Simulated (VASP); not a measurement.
# Re2Os (P6/mmm) in VASP: notebook, part 2 of 2

VASP 6.6.1. The steps go on from the part before.

**4. Relaxation of cell and atoms, PBE**

This run uses another cell than the first one, of 15.03 Å³/atom.

INCAR reads:

```
SYSTEM = Re2Os
PREC     = Accurate       ! precision mode
ENCUT    = 600            ! plane-wave cutoff, eV
EDIFF    = 1E-6           ! SCF threshold, eV
ISMEAR   = 0              ! smearing method
SIGMA    = 0.1            ! smearing width, eV
LREAL    = .FALSE.        ! projectors in reciprocal space
LASPH    = .TRUE.         ! aspherical terms in the spheres
NELM     = 60             ! most SCF steps
ALGO     = Fast           ! electronic algorithm
ISIF     = 3              ! what is computed and relaxed
LWAVE    = .FALSE.        ! write WAVECAR
LCHARG   = .FALSE.        ! write CHGCAR
GGA      = PE             ! functional
IBRION   = 2              ! ionic algorithm
NSW      = 90             ! ionic steps
EDIFFG   = -0.04          ! ionic threshold
```

KPOINTS reads:

```
Automatic mesh
0
G
  6 6 6
  0 0 0
```

POSCAR reads:

```
Re2Os
1.0
    4.3644408301      0.0000000000      0.0000000000
   -2.1822204151      3.7797166322      0.0000000000
    0.0000000000      0.0000000000      2.7335002782
Re Os
2 1
Direct
    0.3333333333      0.6666666667      0.5000000000
    0.6666666667      0.3333333333      0.5000000000
    0.0000000000      0.0000000000      0.0000000000
```

Potentials or basis: VASP PAW PBE potentials, release 64 (Re, Os).

On the command line:

```console
$ cat potpaw_PBE.64/Re/POTCAR potpaw_PBE.64/Os/POTCAR > POTCAR
$ mpirun -np 1 vasp_std > vasp.out
```

OUTCAR:

```text
SYSTEM = Re2Os
   PREC = Accurate
   ENCUT = 600
   EDIFF = 1E-6
   ISMEAR = 0
   LREAL = .FALSE.
   LASPH = .TRUE.
   NELM = 60
   ISIF = 3
   GGA = PE
   IBRION = 2
   NSW = 90
   EDIFFG = -0.04

 ion  position               nearest neighbor table
   1  0.333  0.667  0.500-   2 2.52   2 2.52   2 2.52   3 2.87   3 2.87   3 2.87   3 2.87   3 2.87
                             3 2.87
   2  0.667  0.333  0.500-   1 2.52   1 2.52   1 2.52   3 2.87   3 2.87   3 2.87   3 2.87   3 2.87
                             3 2.87
   3  0.000  0.000  0.000-   1 2.87   2 2.87   1 2.87   2 2.87   2 2.87   2 2.87   1 2.87   1 2.87
                             2 2.87   2 2.87   1 2.87   1 2.87

  LATTYP: Found a hexagonal cell.
 ALAT       =     4.3644408301
 C/A-ratio  =     0.6263116822

  Lattice vectors:

 A1 = (   4.3644408301,   0.0000000000,   0.0000000000)
 A2 = (  -2.1822204151,   3.7797166322,   0.0000000000)
 A3 = (   0.0000000000,   0.0000000000,   2.7335002782)

Analysis of symmetry for initial positions (statically):
=====================================================================
 Subroutine PRICEL returns:
 Original cell was already a primitive cell.

 Routine SETGRP: Setting up the symmetry group for a
 hexagonal supercell.

 Subroutine GETGRP returns: Found 24 space group operations
 (whereof 24 operations were pure point group operations)
[... 179 lines left out ...]
  external PRESSURE =     -16.9817387 kB  Pullay stress =       0.0000000 kB
[... 61 lines left out ...]
--------------------------------------- Ionic step        3  -------------------------------------------

 number of electron      21.9999998 magnetization

 Free energy of the ion-electron system (eV)
  ---------------------------------------------------
  ext. energy  EPLUGINS =         0.00000000
  ---------------------------------------------------
  free energy    TOTEN  =       -35.65927452 eV

  energy without entropy =      -35.65139497  energy(sigma->0) =      -35.65533474

 E-fermi :   8.2460     XC(G=0): -13.6264

 val. band max:        8.2149631367   @ k =   0.5000   0.0000   0.1667
 cond. band min:       8.3336897980   @ k =   0.1667   0.1667   0.3333
 fundamental gap:      0.1187266612
 Fermi energy:         8.2460470994

 k-point     1 :       0.0000    0.0000    0.0000
  band No.  band energies     occupation
      1      -1.9762      2.00000
      2       1.8775      2.00000
      3       4.6683      2.00000
      4       4.7187      2.00000
      5       4.7187      2.00000
      6       5.0287      2.00000
      7       5.0287      2.00000
      8       5.5713      2.00000
      9       6.8586      2.00000
     10       6.8586      2.00000
     11       7.2676      2.00000
     12       7.2676      2.00000
     13       7.8888      2.00000
     14       7.8888      2.00000
[... 401 lines left out ...]
      2       2.0716      2.00000
      3       2.5653      2.00000
      4       2.9987      2.00000
      5       3.9875      2.00000
      6       4.5563      2.00000
      7       5.6510      2.00000
      8       6.8336      2.00000
      9       6.8434      2.00000
     10       6.9878      2.00000
     11       8.9426      0.00000
     12      10.1654      0.00000
     13      10.3492      0.00000
     14      10.4302      0.00000
     15      11.5203      0.00000

 [... further k-points ...]
[... 5 lines left out ...]
  --------------------------------------------------------------------------------------
  -------------------------------------------------------------------------------------
  Total       -0.0072898     -0.0072898      0.1176347      0.0000000      0.0000000      0.0000000
  in kB       -0.2602015     -0.2602015      4.1988199      0.0000000      0.0000000      0.0000000
  external PRESSURE =       1.2261390 kB  Pullay stress =       0.0000000 kB
[... 18 lines left out ...]
  FREE ENERGIE OF THE ION-ELECTRON SYSTEM (eV)
  ---------------------------------------------------
  free  energy   TOTEN  =       -35.6592745153 eV

  energy  without entropy=      -35.6513949701  energy(sigma->0) =      -35.65533474

 reached required accuracy - stopping structural energy minimisation
```

Wall time 45 s (1 thread of Intel Xeon 6975P-C (Granite Rapids), shared host); peak memory 0.2 GiB.

Results:

```yaml
Free_energy: -35.6593 eV
Relaxed_volume: 14.96 Å³/atom
Relaxed_cell: a = 4.356 Å, b = 4.356 Å, c = 2.731 Å, α = 90.00°, β = 90.00°, γ = 120.00°
Space_group_after_relaxing_to_0.1_Å: P6/mmm (No. 191)
Energy_gained_by_relaxing: 0.4 meV/atom
Ionic_steps: 3
Pressure_after_relaxing: 0.1 GPa
Band_gap_on_the_k_mesh: zero (bands 11 and 12 overlap by 2.65 eV)
```

The path:
```
step  energy change (eV)  largest force (eV/Å)  pressure (GPa)  volume (Å³)
   1              0.0000                0.0000           -1.70        45.09
   2              0.0185                0.0000            7.34        44.06
   3             -0.0011                0.0000            0.12        44.89
```

Final structure:
```
Re Os
1.0
     4.35625    0.00000    0.00000
    -2.17813    3.77263    0.00000
     0.00000    0.00000    2.73126
Re Os
2 1
Direct
  0.33333 0.66667 0.50000
  0.66667 0.33333 0.50000
  0.00000 0.00000 0.00000
```

Caveat: the k points lie up to 0.38 Å⁻¹ apart in the final cell, too coarse for converged energies and pressures of a metal; spin-orbit coupling is left out, which moves the levels of the heavy elements.

**5. Single point, PBE**

INCAR reads:

```
SYSTEM = Re2Os
PREC     = Accurate       ! precision mode
ENCUT    = 520            ! plane-wave cutoff, eV
EDIFF    = 1E-7           ! SCF threshold, eV
ISMEAR   = 0              ! smearing method
SIGMA    = 0.1            ! smearing width, eV
LREAL    = .False.        ! projectors in reciprocal space
LASPH    = .True.         ! aspherical terms in the spheres
NELM     = 80             ! most SCF steps
ALGO     = Fast           ! electronic algorithm
ISIF     = 2              ! what is computed and relaxed
LWAVE    = .False.        ! write WAVECAR
LCHARG   = .False.        ! write CHGCAR
GGA      = PE             ! functional
NBANDS   = 18             ! bands
```

KPOINTS reads:

```
regular mesh
0
Gamma
  12 12 16
  0 0 0
```

POSCAR reads:

```
Re2Os
1.0
    4.3652279787      0.0000000000      0.0000000000
   -2.1826139893      3.7803983229      0.0000000000
    0.0000000000      0.0000000000      2.7271843613
Re Os
2 1
Direct
    0.3333333333      0.6666666667      0.5000000000
    0.6666666667      0.3333333333      0.5000000000
    0.0000000000      0.0000000000      0.0000000000
```

On the command line:

```console
$ cat potpaw_PBE.64/Re/POTCAR potpaw_PBE.64/Os/POTCAR > POTCAR
$ mpirun -np 1 vasp_std > vasp.out
```

Run time: 58 s. Hardware: 1 thread of Intel Xeon 6975P-C (Granite Rapids), shared host; peak memory 0.26 GiB.

It converged, with:

```
Free energy            : -35.6267 eV
Pressure               : -0.7 GPa
Band gap on the k mesh : zero (bands 11 and 12 overlap by 2.71 eV)
```

Stress tensor (GPa, compression positive):
```
-1.02  0.00  0.00
 0.00 -1.02  0.00
 0.00  0.00 -0.15
```

Levels at points of the mesh, in eV from the Fermi level:
| k point | band 8 | band 9 | band 10 | band 11 | band 12 | band 13 | band 14 | band 15 |
| --- | --- | --- | --- | --- | --- | --- | --- | --- |
| (0.00, 0.00, 0.00) | -2.65 | -1.37 | -1.37 | -0.91 | -0.91 | -0.28 | -0.28 | 3.51 |
| (0.50, 0.00, 0.00) | -2.51 | -2.07 | -0.67 | -0.01 | 0.50 | 0.89 | 1.87 | 2.35 |
| (0.00, 0.00, 0.50) | -1.39 | -1.08 | -1.08 | 1.49 | 1.49 | 2.91 | 2.91 | 3.97 |
| (0.50, 0.00, 0.50) | -2.18 | -1.42 | -0.84 | 0.14 | 1.85 | 2.10 | 2.28 | 3.19 |

Caveat: spin-orbit coupling is left out, which moves the levels of the heavy elements.

**6. Relaxation of cell and atoms, PBE**

INCAR reads:

```
PREC     = Accurate       # precision mode
ENCUT    = 600            # plane-wave cutoff, eV
EDIFF    = 1E-7           # SCF threshold, eV
ISMEAR   = 0              # smearing method
SIGMA    = 0.1            # smearing width, eV
LREAL    = F              # projectors in reciprocal space
LASPH    = T              # aspherical terms in the spheres
NELM     = 60             # most SCF steps
ALGO     = Fast           # electronic algorithm
ISIF     = 3              # what is computed and relaxed
LWAVE    = F              # write WAVECAR
LCHARG   = F              # write CHGCAR
GGA      = PE             # functional
IBRION   = 2              # ionic algorithm
NSW      = 100            # ionic steps
EDIFFG   = -0.01          # ionic threshold
```

KPOINTS reads:

```
regular mesh
0
Gamma
  12 12 16
```

POSCAR reads:

```
Re2Os
1.0
    4.3603610845      0.0000000000      0.0000000000
   -2.1801805422      3.7761834688      0.0000000000
    0.0000000000      0.0000000000      2.7315483294
Re Os
2 1
Direct
    0.3333333333      0.6666666667      0.5000000000
    0.6666666667      0.3333333333      0.5000000000
    0.0000000000      0.0000000000      0.0000000000
```

Potentials or basis: VASP PAW PBE potentials, release 64 (Re, Os).

On the command line:

```console
$ cat potpaw_PBE.64/Re/POTCAR potpaw_PBE.64/Os/POTCAR > POTCAR
$ mpirun -np 1 vasp_std > vasp.out
```

OUTCAR:

```text
PREC = Accurate
   ENCUT = 600
   EDIFF = 1E-7
   ISMEAR = 0
   LREAL = F
   LASPH = T
   NELM = 60
   ISIF = 3
   GGA = PE
   IBRION = 2
   NSW = 100
   EDIFFG = -0.01

 ion  position               nearest neighbor table
   1  0.333  0.667  0.500-   2 2.52   2 2.52   2 2.52   3 2.86   3 2.86   3 2.86   3 2.86   3 2.86
                             3 2.86
   2  0.667  0.333  0.500-   1 2.52   1 2.52   1 2.52   3 2.86   3 2.86   3 2.86   3 2.86   3 2.86
                             3 2.86
   3  0.000  0.000  0.000-   1 2.86   2 2.86   1 2.86   2 2.86   1 2.86   1 2.86   2 2.86   2 2.86
                             2 2.86   2 2.86   1 2.86   1 2.86

  LATTYP: Found a hexagonal cell.
 ALAT       =     4.3603610845
 C/A-ratio  =     0.6264500294

  Lattice vectors:

 A1 = (   4.3603610845,   0.0000000000,   0.0000000000)
 A2 = (  -2.1801805422,   3.7761834688,   0.0000000000)
 A3 = (   0.0000000000,   0.0000000000,   2.7315483294)

Analysis of symmetry for initial positions (statically):
=====================================================================
 Subroutine PRICEL returns:
 Original cell was already a primitive cell.

 Routine SETGRP: Setting up the symmetry group for a
 hexagonal supercell.

 Subroutine GETGRP returns: Found 24 space group operations
 (whereof 24 operations were pure point group operations)
 out of a pool of 24 trial point group operations.

The static configuration has the point symmetry D_6h.

[... 348 lines left out ...]
--------------------------------------- Ionic step        6  -------------------------------------------

 number of electron      21.9999998 magnetization

 Free energy of the ion-electron system (eV)
  ---------------------------------------------------
  ext. energy  EPLUGINS =         0.00000000
  ---------------------------------------------------
  free energy    TOTEN  =       -35.62909477 eV

  energy without entropy =      -35.62050287  energy(sigma->0) =      -35.62479882

 E-fermi :   8.1955     XC(G=0): -13.6208

 val. band max:        8.1953304449   @ k =   0.2500   0.1667   0.5000
 cond. band min:       8.1991153947   @ k =   0.3333   0.1667   0.0000
 fundamental gap:      0.0037849498
 Fermi energy:         8.1954925837

 k-point     1 :       0.0000    0.0000    0.0000
  band No.  band energies     occupation
      1      -1.9821      2.00000
      2       1.8936      2.00000
      3       4.6796      2.00000
      4       4.6896      2.00000
      5       4.6896      2.00000
      6       5.0067      2.00000
      7       5.0067      2.00000
      8       5.5613      2.00000
      9       6.8288      2.00000
     10       6.8288      2.00000
     11       7.2715      2.00000
     12       7.2715      2.00000
     13       7.9033      1.99996
     14       7.9033      1.99996
[... 401 lines left out ...]
      2       1.7422      2.00000
      3       2.6048      2.00000
      4       3.5547      2.00000
      5       4.0795      2.00000
      6       5.0542      2.00000
      7       5.4402      2.00000
      8       5.9397      2.00000
      9       6.1991      2.00000
     10       6.9827      2.00000
     11       7.3668      2.00000
     12       8.1353      1.60500
     13       9.1313      0.00000
     14       9.8496      0.00000
     15      10.0606      0.00000

 [... further k-points ...]
[... 5 lines left out ...]
  --------------------------------------------------------------------------------------
  -------------------------------------------------------------------------------------
  Total        0.0051006      0.0051006     -0.0000438      0.0000000      0.0000000      0.0000000
  in kB        0.1818671      0.1818671     -0.0015616      0.0000000      0.0000000      0.0000000
  external PRESSURE =       0.1207242 kB  Pullay stress =       0.0000000 kB
[... 18 lines left out ...]
  FREE ENERGIE OF THE ION-ELECTRON SYSTEM (eV)
  ---------------------------------------------------
  free  energy   TOTEN  =       -35.6290947718 eV

  energy  without entropy=      -35.6205028747  energy(sigma->0) =      -35.62479882

 reached required accuracy - stopping structural energy minimisation
```

OSZICAR:

```text
N       E                     dE             d eps       ncg     rms          rms(c)
DAV:   1     0.865666747254E+02    0.86567E+02   -0.11647E+04 10228   0.187E+03
[... 68 lines left out ...]
       N       E                     dE             d eps       ncg     rms          rms(c)
DAV:   1    -0.356291362993E+02   -0.76968E-04   -0.37973E-03  8374   0.198E+00    0.745E-02
RMM:   2    -0.356291092328E+02    0.27066E-04   -0.81170E-05  6958   0.129E-01    0.507E-02
RMM:   3    -0.356290975951E+02    0.11638E-04   -0.16293E-05  6163   0.105E-01    0.146E-02
RMM:   4    -0.356290942261E+02    0.33690E-05   -0.15159E-05  6906   0.524E-02    0.448E-03
RMM:   5    -0.356290947763E+02   -0.55018E-06   -0.57401E-06  6185   0.164E-02    0.216E-03
RMM:   6    -0.356290947718E+02    0.44788E-08   -0.53052E-07  4043   0.194E-02
   6 F= -.35629095E+02 E0= -.35624799E+02  d E =-.125991E-04
```

CONTCAR:

```text
Re2Os
   1.00000000000000
     4.3605498300583161    0.0000000000000025   -0.0000000000000000
    -2.1802749149791540    3.7763469272483463    0.0000000000000000
    -0.0000000000000000   -0.0000000000000000    2.7287323373712216
  Re              Os
     2     1
Direct
     0.3333333332999970    0.6666666667000030    0.5000000000000000
     0.6666666667000030    0.3333333332999970    0.5000000000000000
     0.0000000000000000    0.0000000000000000    0.0000000000000000

  0.00000000E+00  0.00000000E+00  0.00000000E+00
  0.00000000E+00  0.00000000E+00  0.00000000E+00
  0.00000000E+00  0.00000000E+00  0.00000000E+00
```

Wall time 4.3 min (1 thread of Intel Xeon 6975P-C (Granite Rapids), shared host); peak memory 0.32 GiB.

Results:

```yaml
Free_energy: -35.6291 eV
Relaxed_volume: 14.98 Å³/atom
Relaxed_cell: a = 4.361 Å, b = 4.361 Å, c = 2.729 Å, α = 90.00°, β = 90.00°, γ = 120.00°
Space_group_after_relaxing_to_0.1_Å: P6/mmm (No. 191)
Energy_gained_by_relaxing: 0.0 meV/atom
Ionic_steps: 6
Pressure_after_relaxing: 0.0 GPa
Band_gap_on_the_k_mesh: zero (bands 11 and 12 overlap by 2.74 eV)
```

Final structure:
```cif
data_structure
_symmetry_space_group_name_H-M 'P 1'
_symmetry_Int_Tables_number 1
_cell_length_a 4.3605
_cell_length_b 4.3605
_cell_length_c 2.7287
_cell_angle_alpha 90.000
_cell_angle_beta 90.000
_cell_angle_gamma 120.000
_cell_volume 44.93
loop_
_atom_site_label
_atom_site_type_symbol
_atom_site_fract_x
_atom_site_fract_y
_atom_site_fract_z
_atom_site_occupancy
Re1 Re 0.33333 0.66667 0.50000 1
Re2 Re 0.66667 0.33333 0.50000 1
Os1 Os 0.00000 0.00000 0.00000 1
```

Levels at points of the mesh, in eV from the Fermi level:
| k point | band 9 | band 10 | band 11 | band 12 | band 13 | band 14 |
| --- | --- | --- | --- | --- | --- | --- |
| (0.00, 0.00, 0.00) | -1.37 | -1.37 | -0.92 | -0.92 | -0.29 | -0.29 |
| (0.50, 0.00, 0.00) | -2.10 | -0.69 | -0.02 | 0.52 | 0.89 | 1.87 |
| (0.00, 0.00, 0.50) | -1.08 | -1.08 | 1.50 | 1.50 | 2.92 | 2.92 |
| (0.50, 0.00, 0.50) | -1.42 | -0.84 | 0.14 | 1.86 | 2.10 | 2.30 |

Caveat: spin-orbit coupling is left out, which moves the levels of the heavy elements.

**7. Overview**

| task | cell | k mesh | cutoff (eV) | gap on the mesh (eV) | pressure (GPa) | relaxed volume (Å³/atom) |
| --- | --- | --- | --- | --- | --- | --- |
| single point | a = 4.360, b = 4.360, c = 2.732 Å, angles 90.0, 90.0, 120.0°, 3 atoms | 6 × 6 × 6 | 520 | none | -0.8 | - |
| relaxation of cell and atoms | relaxed from a = 3.480, b = 3.480, c = 3.757 Å, angles 90.0, 90.0, 120.0°, 3 atoms | 6 × 6 × 4 | 600 | none | -0.3 | 15.02 |
| relaxation of cell and atoms | relaxed from a = 4.364, b = 4.364, c = 2.734 Å, angles 90.0, 90.0, 120.0°, 3 atoms | 6 × 6 × 6 | 600 | none | 0.1 | 14.96 |
| single point | a = 4.365, b = 4.365, c = 2.727 Å, angles 90.0, 90.0, 120.0°, 3 atoms | 12 × 12 × 16 | 520 | none | -0.7 | - |
| relaxation of cell and atoms | relaxed from a = 4.360, b = 4.360, c = 2.732 Å, angles 90.0, 90.0, 120.0°, 3 atoms | 12 × 12 × 16 | 600 | none | 0.0 | 14.98 |

Alike in all rows: level PBE; potentials or basis VASP PAW PBE potentials, release 64 (Re, Os); no spin polarisation; smearing gaussian 0.1 eV.

Caveats: some runs use coarse meshes; spin-orbit coupling is left out, which moves the levels of the heavy elements; a cell axis changed by over 15 % at a fixed basis, so the end point is rough (at least some runs).

Absolute energies hang on the potentials; compare differences alone.

The gap in the log of VASP goes by the Fermi energy; the results here count the filled bands.